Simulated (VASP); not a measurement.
O, 2 atoms in the cell. The structure is trigonal, space group R-3m (No. 166). The conventional cell has a = 2.847 Å, b = 2.847 Å, c = 10.225 Å, α = 90.00°, β = 90.00°, γ = 120.00°. Within 1.6 Å of O (site symmetry 3m) lie 1 O at 1.18 Å. 

* Program: VASP 6.6.1
* Task: single point
* Functional: RPBE
* Potentials or basis: VASP PAW PBE potentials, release 64 (O)
* Cutoff: 600 eV
* k mesh: 6 × 6 × 6
* Occupations: gaussian, width 0.1 eV
* Spin: no spin polarisation
* Dipole correction: no
* Further INCAR settings: ALGO = Normal; EDIFF = 1e-06; NBANDS = 13

Potentials or basis: VASP PAW PBE potentials, release 64 (O).

Launch:

```console
$ cat potpaw_PBE.64/O/POTCAR > POTCAR
$ mpirun -np 1 vasp_std > vasp.out
```

Hardware: 1 thread of AMD EPYC 7R43 64-Core Processor (Zen 3), on a shared host.

Q: How long does it take, and how much memory?

A: Run time: 12 s on 1 thread of AMD EPYC 7R43 64-Core Processor (Zen 3), with other jobs on the host, peak memory 0.12 GiB. Counts: scf iterations 12, k points 32.
